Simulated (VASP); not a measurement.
# SbHPd (P2_13) in VASP: single point with r2SCAN

Aim: the single point of SbHPd with r2SCAN.

Program: VASP 6.6.1. These are calculated values, not measurements. Logs are shortened: lines on timing, memory, paths and dates and some standing lists are left out, and cuts for length are marked.

## (1) The cell of the first run

Symmetry: P2_13, No. 198, cubic system. Conventional cell: a = 5.644 Å, b = 5.644 Å, c = 5.644 Å, α = 90.00°, β = 90.00°, γ = 90.00°. Pd (site symmetry 3) has 3 H at 2.33 Å and 3 Sb at 2.36 Å within 3.1 Å. Sb (site symmetry 3) has 7 H at 2.36 to 3.20 Å and 3 Pd at 2.36 Å within 3.3 Å. Within 3.3 Å of H (site symmetry 3) lie 3 Pd at 2.33 Å and 7 Sb at 2.36 to 3.20 Å.

## (2) Single point, r2SCAN

Input file POSCAR:

```
SbHPd
1.0
    5.6441800000      0.0000000000      0.0000000000
    0.0000000000      5.6441800000      0.0000000000
    0.0000000000      0.0000000000      5.6441800000
Pd Sb H
4 4 4
Direct
    0.9961800000      0.9961800000      0.9961800000
    0.5038200000      0.0038200000      0.4961800000
    0.4961800000      0.5038200000      0.0038200000
    0.0038200000      0.4961800000      0.5038200000
    0.6234200000      0.6234200000      0.6234200000
    0.8765800000      0.3765800000      0.1234200000
    0.1234200000      0.8765800000      0.3765800000
    0.3765800000      0.1234200000      0.8765800000
    0.3820300000      0.3820300000      0.3820300000
    0.1179700000      0.6179700000      0.8820300000
    0.8820300000      0.1179700000      0.6179700000
    0.6179700000      0.8820300000      0.1179700000
```

Input file INCAR.step1:

```
PREC     = Accurate       # precision mode
ENCUT    = 520            # plane-wave cutoff, eV
ISMEAR   = -1             # smearing method
SIGMA    = 0.0957         # smearing width, eV
LREAL    = False          # projectors in reciprocal space
LASPH    = True           # aspherical terms in the spheres
NELM     = 60             # most SCF steps
NBANDS   = 44             # bands
GGA      = PE             # functional
ALGO     = Normal         # electronic algorithm
EDIFF    = 1E-4           # SCF threshold, eV
LWAVE    = True           # write WAVECAR
LCHARG   = False          # write CHGCAR
```

Input file INCAR.step2:

```
PREC     = Accurate       # precision mode
ENCUT    = 520            # plane-wave cutoff, eV
EDIFF    = 1E-6           # SCF threshold, eV
ISMEAR   = -1             # smearing method
SIGMA    = 0.0957         # smearing width, eV
LREAL    = False          # projectors in reciprocal space
LASPH    = True           # aspherical terms in the spheres
NELM     = 60             # most SCF steps
ALGO     = Normal         # electronic algorithm
ISIF     = 2              # what is computed and relaxed
LWAVE    = False          # write WAVECAR
LCHARG   = False          # write CHGCAR
METAGGA  = R2SCAN         # meta-GGA
LMIXTAU  = True         
NBANDS   = 44             # bands
ISTART   = 1
```

Input file KPOINTS:

```
Automatic mesh
0
Gamma
  6 6 6
```

Potentials or basis: VASP PAW PBE potentials, release 64 (Pd, Sb, H).

On the command line:

```
$ cat potpaw_PBE.64/Pd/POTCAR potpaw_PBE.64/Sb/POTCAR potpaw_PBE.64/H/POTCAR > POTCAR
$ cp INCAR.step1 INCAR
$ mpirun -np 1 vasp_std > vasp.out
$ cp INCAR.step2 INCAR
$ mpirun -np 1 vasp_std > vasp.out
```

OUTCAR:

```text
PREC = Accurate
   ENCUT = 520
   EDIFF = 1E-6
   ISMEAR = -1
   LREAL = False
   LASPH = True
   NELM = 60
   ISIF = 2
   METAGGA = R2SCAN
   ISTART = 1

 ion  position               nearest neighbor table
   1  0.996  0.996  0.996-   6 2.36   7 2.36   8 2.36
   2  0.504  0.004  0.496-   5 2.36   7 2.36   8 2.36
   3  0.496  0.504  0.004-   8 2.36   6 2.36   5 2.36
   4  0.004  0.496  0.504-   7 2.36   6 2.36   5 2.36
   5  0.623  0.623  0.623-   2 2.36   3 2.36   4 2.36   6 3.46   7 3.46   8 3.46   6 3.46   8 3.46
                             7 3.46
   6  0.877  0.377  0.123-   1 2.36   3 2.36   4 2.36   5 3.46   7 3.46   8 3.46   5 3.46   7 3.46
                             8 3.46
   7  0.123  0.877  0.377-   4 2.36   2 2.36   1 2.36   5 3.46   6 3.46   8 3.46   8 3.46   6 3.46
                             5 3.46
   8  0.377  0.123  0.877-   3 2.36   2 2.36   1 2.36   5 3.46   6 3.46   7 3.46   7 3.46   5 3.46
                             6 3.46
   9  0.382  0.382  0.382-
  10  0.118  0.618  0.882-
  11  0.882  0.118  0.618-
  12  0.618  0.882  0.118-

  LATTYP: Found a simple cubic cell.
 ALAT       =     5.6441800000

  Lattice vectors:

 A1 = (   5.6441800000,   0.0000000000,   0.0000000000)
 A2 = (   0.0000000000,   5.6441800000,   0.0000000000)
 A3 = (   0.0000000000,   0.0000000000,   5.6441800000)

Analysis of symmetry for initial positions (statically):
=====================================================================
 Subroutine PRICEL returns:
 Original cell was already a primitive cell.

 Routine SETGRP: Setting up the symmetry group for a
 simple cubic supercell.

 Subroutine GETGRP returns: Found 12 space group operations
 (whereof  3 operations were pure point group operations)
 out of a pool of 48 trial point group operations.

The static configuration has the point symmetry C_3 .
 The point group associated with its full space group is T   .

Analysis of symmetry for dynamics (positions and initial velocities):
=====================================================================
 Subroutine PRICEL returns:
 Original cell was already a primitive cell.

 Routine SETGRP: Setting up the symmetry group for a
 simple cubic supercell.

 Subroutine GETGRP returns: Found 12 space group operations
 (whereof  3 operations were pure point group operations)
 out of a pool of 48 trial point group operations.

The dynamic configuration has the point symmetry C_3 .
 The point group associated with its full space group is T   .

 Subroutine INISYM returns: Found 12 space group operations
 (whereof  3 operations are pure point group operations),
 and found     1 'primitive' translations

----------------------------------------------------------------------------------------

                                     Primitive cell

  volume of cell :     179.8053

  direct lattice vectors                    reciprocal lattice vectors
     5.644180000  0.000000000  0.000000000     0.177173655  0.000000000  0.000000000
     0.000000000  5.644180000  0.000000000     0.000000000  0.177173655  0.000000000
     0.000000000  0.000000000  5.644180000     0.000000000  0.000000000  0.177173655

  length of vectors
     5.644180000  5.644180000  5.644180000     0.177173655  0.177173655  0.177173655

  position of ions in fractional coordinates (direct lattice)
     0.996180000  0.996180000  0.996180000
     0.503820000  0.003820000  0.496180000
     0.496180000  0.503820000  0.003820000
     0.003820000  0.496180000  0.503820000
     0.623420000  0.623420000  0.623420000
     0.876580000  0.376580000  0.123420000
     0.123420000  0.876580000  0.376580000
     0.376580000  0.123420000  0.876580000
     0.382030000  0.382030000  0.382030000
     0.117970000  0.617970000  0.882030000
     0.882030000  0.117970000  0.617970000
     0.617970000  0.882030000  0.117970000

  ion indices of the primitive-cell ions
   primitive index   ion index
                 1           1
                 2           2
                 3           3
                 4           4
                 5           5
                 6           6
                 7           7
                 8           8
                 9           9
                10          10
                11          11
                12          12

----------------------------------------------------------------------------------------

 KPOINTS: Automatic mesh

Automatic generation of k-mesh.
 Grid dimensions read from file:
 generate k-points for:    6    6    6

 Generating k-lattice:

  Cartesian coordinates                     Fractional coordinates (reciprocal lattice)
     0.029528942  0.000000000  0.000000000     0.166666667  0.000000000  0.000000000
     0.000000000  0.029528942  0.000000000     0.000000000  0.166666667  0.000000000
     0.000000000  0.000000000  0.029528942     0.000000000  0.000000000  0.166666667

  Length of vectors
     0.029528942  0.029528942  0.029528942

  Shift w.r.t. Gamma in fractional coordinates (k-lattice)
     0.000000000  0.000000000  0.000000000

 Subroutine IBZKPT returns following result:
 ===========================================

 Found     24 irreducible k-points:

 Following reciprocal coordinates:
            Coordinates               Weight
  0.000000  0.000000  0.000000      1.000000
  0.166667  0.000000  0.000000      6.000000
  0.333333  0.000000  0.000000      6.000000
  0.500000  0.000000  0.000000      3.000000
  0.166667  0.166667  0.000000     12.000000
  0.333333  0.166667  0.000000     12.000000
[... 16 lines left out ...]
  0.500000  0.500000  0.333333      6.000000
  0.500000  0.500000  0.500000      1.000000
   k-points           NKPTS =     24   k-points in BZ     NKDIM =     24   number of bands    NBANDS=     44
   number of dos      NEDOS =    301   number of ions     NIONS =     12
   total plane-waves  NPLWV =  74088
   dimension x,y,z NGX =    42 NGY =   42 NGZ =   42
   dimension x,y,z NGXF=    84 NGYF=   84 NGZF=   84
   ions per type =               4   4   4
   NGX,Y,Z   is equivalent  to a cutoff of  12.37, 12.37, 12.37 a.u.
   NGXF,Y,Z  is equivalent  to a cutoff of  24.74, 24.74, 24.74 a.u.
 SYSTEM =  unknown system
   PREC   = accura    normal or accurate (medium, high low for compatibility)
   ISTART =      1    job   : 0-new  1-cont  2-samecut
   ICHARG =      0    charge: 1-file 2-atom 10-const
   ISPIN  =      1    spin polarized calculation?
   LNONCOLLINEAR =      F non collinear calculations
   LSORBIT =      F    spin-orbit coupling
   LASPH  =      T    aspherical Exc in radial PAW
   ENCUT  =  520.0 eV  38.22 Ry    6.18 a.u.  10.49 10.49 10.49*2*pi/ulx,y,z
   NELM   =     60;   NELMIN=  2; NELMDL=  0     # of ELM steps
   EDIFF  = 0.1E-05   stopping-criterion for ELM
   LREAL  =      F    real-space projection
   EDIFFG = 0.1E-04   stopping-criterion for IOM
   NSW    =      0    number of steps for IOM
   IBRION =     -1    ionic relax: 0-MD 1-quasi-New 2-CG
   NFREE  =      0    steps in history (QN), initial steepest desc. (CG)
   ISIF   =      2    stress and relaxation
   ISYM   =      2    0-nonsym 1-usesym 2-fastsym
   POTIM  = 0.5000    time-step for ionic-motion
   TEBEG  =    0.0;   TEEND  =   0.0 temperature during run
   PSTRESS=    0.0 pullay stress
   NELECT =      64.0000    total number of electrons
   NUPDOWN=      -1.0000    fix difference up-down
   EMIN   =  10.00;   EMAX   =-10.00  energy-range for DOS
   EFERMI =   0.00;   METHOD = LEGACY
   ISMEAR =    -1;   SIGMA  =   0.10  broadening in eV -4-tet -1-fermi 0-gaus
   EFERMI_NEDOS =   21; number of points for ismear=-14 and -15
   IALGO  =     38    algorithm
   IMIX   =      4    mixing-type and parameters
     AMIX     =   0.40;   BMIX     =  1.00
     AMIX_MAG =   1.60;   BMIX_MAG =  1.00
  volume/ion in A,a.u.               =      14.98       101.12
  Fermi-wavevector in a.u.,A,eV,Ry     =   1.160203  2.192466 18.314406  1.346071
  Thomas-Fermi vector in A             =   2.296788
   LORBIT       =      0    0 simple, 1 ext, 2 COOP (PROOUT), +10 PAW based schemes
   METAGGA = R2SCAN    functional components
   LHFCALC =     F    Hartree Fock is set to
   AEXX    =    0.0000 exact exchange contribution
   IVDW    =     0    specifies the selected vdW correction
   LEPSILON=     F    determine dielectric tensor
   LRPA    =     F    only Hartree local field effects (RPA)
 non-spin polarized calculation
  energy-cutoff  :      520.00
  volume of cell :      179.81
 maximum number of plane-waves:      4945
 NGX is ok and might be reduce to    42
   NGX = 21   NGY = 21   NGZ = 21

 number of electron      64.0000009 magnetization

 Free energy of the ion-electron system (eV)
  ---------------------------------------------------
  ext. energy  EPLUGINS =         0.00000000
  ---------------------------------------------------
  free energy    TOTEN  =      -200.84429603 eV

  energy without entropy =     -200.69039171  energy(sigma->0) =     -200.76734387

 E-fermi :   8.8516     XC(G=0): -11.6764

 val. band max:        8.7790091180   @ k =   0.1667   0.1667   0.1667
 cond. band min:       8.8741908056   @ k =   0.3333   0.3333   0.0000
 fundamental gap:      0.0951816876
 Fermi energy:         8.8515853677

 k-point     1 :       0.0000    0.0000    0.0000
  band No.  band energies     occupation
      1      -4.3229      2.00000
      2      -1.8470      2.00000
      3      -1.8470      2.00000
      4      -1.8470      2.00000
      5       2.3686      2.00000
      6       2.3686      2.00000
[... 36 lines left out ...]
     43      13.0988      0.00000
     44      15.4606      0.00000

 k-point     2 :       0.1667    0.0000    0.0000
  band No.  band energies     occupation
      1      -4.2058      2.00000
      2      -2.2407      2.00000
      3      -1.7877      2.00000
      4      -1.5918      2.00000
      5       1.9994      2.00000
      6       2.3656      2.00000
[... 36 lines left out ...]
     43      13.4669      0.00000
     44      15.9556      0.00000

 k-point     3 :       0.3333    0.0000    0.0000
  band No.  band energies     occupation
      1      -3.8687      2.00000
      2      -2.7747      2.00000
      3      -1.6415      2.00000
      4      -1.4684      2.00000
      5       1.8496      2.00000
      6       2.2617      2.00000
[... 976 lines left out ...]
     43      14.1124      0.00000
     44      14.1124      0.00000

 k-point    24 :       0.5000    0.5000    0.5000
  band No.  band energies     occupation
      1      -2.2975      2.00000
      2      -2.2975      2.00000
      3      -2.2975      2.00000
      4      -2.2975      2.00000
      5       1.5774      2.00000
      6       1.5774      2.00000
[... 36 lines left out ...]
     43      14.0433      0.00000
     44      14.0433      0.00000

------------------------ aborting loop because EDIFF is reached ----------------------------------------

  FORCE on cell =-STRESS in cart. coord.  units (eV):
  Direction    XX          YY          ZZ          XY          YZ          ZX
  --------------------------------------------------------------------------------------
  -------------------------------------------------------------------------------------
  Total       27.8754966     27.8754966     27.8754966     -0.0000000     -0.0000000     -0.0000000
  in kB      248.3880101    248.3880101    248.3880101     -0.0000000     -0.0000000     -0.0000000
  external PRESSURE =     248.3880101 kB  Pullay stress =       0.0000000 kB

 VOLUME and BASIS-vectors are now :
 -----------------------------------------------------------------------------
  energy-cutoff  :      520.00
  volume of cell :      179.81
      direct lattice vectors                 reciprocal lattice vectors
     5.644180000  0.000000000  0.000000000     0.177173655  0.000000000  0.000000000
     0.000000000  5.644180000  0.000000000     0.000000000  0.177173655  0.000000000
     0.000000000  0.000000000  5.644180000     0.000000000  0.000000000  0.177173655

 POSITION                                       TOTAL-FORCE (eV/Angst)
 -----------------------------------------------------------------------------------
      5.62262      5.62262      5.62262        -2.836540     -2.836540     -2.836540
      2.84365      0.02156      2.80053         2.836540      2.836540     -2.836540
      2.80053      2.84365      0.02156        -2.836540      2.836540      2.836540
      0.02156      2.80053      2.84365         2.836540     -2.836540      2.836540
      3.51869      3.51869      3.51869        -1.244794     -1.244794     -1.244794
      4.94758      2.12549      0.69660         1.244794      1.244794     -1.244794
      0.69660      4.94758      2.12549        -1.244794      1.244794      1.244794
      2.12549      0.69660      4.94758         1.244794     -1.244794      1.244794
      2.15625      2.15625      2.15625         0.168801      0.168801      0.168801
      0.66584      3.48793      4.97834        -0.168801     -0.168801      0.168801
      4.97834      0.66584      3.48793         0.168801     -0.168801     -0.168801
      3.48793      4.97834      0.66584        -0.168801      0.168801     -0.168801
 -----------------------------------------------------------------------------------
    total drift:                               -0.000000      0.000000     -0.000000

  FREE ENERGIE OF THE ION-ELECTRON SYSTEM (eV)
  ---------------------------------------------------
  free  energy   TOTEN  =      -200.8442960268 eV

  energy  without entropy=     -200.6903917080  energy(sigma->0) =     -200.76734387
```

Wall time 14 min (1 thread of Intel Xeon 8259CL, shared host); peak memory 0.39 GiB.

What came out:

```
Free energy            : -200.8443 eV
Pressure               : 24.8 GPa
Largest force          : 4.913 eV/Å
Band gap on the k mesh : zero (bands 32 and 33 overlap by 0.76 eV)
```

Forces in eV/Å, atoms in the order of the input:
```
Pd  -2.837 -2.837 -2.837
Pd   2.837  2.837 -2.837
Pd  -2.837  2.837  2.837
Pd   2.837 -2.837  2.837
Sb  -1.245 -1.245 -1.245
Sb   1.245  1.245 -1.245
Sb  -1.245  1.245  1.245
Sb   1.245 -1.245  1.245
H    0.169  0.169  0.169
H   -0.169 -0.169  0.169
H    0.169 -0.169 -0.169
H   -0.169  0.169 -0.169
```

Caveat: the cell stands under pressure; the PAW data sets were made with another functional, which shifts forces and pressure a little; spin-orbit coupling is left out, which moves the levels of the heavy elements.

The gap in the log of VASP goes by the Fermi energy; the results here count the filled bands.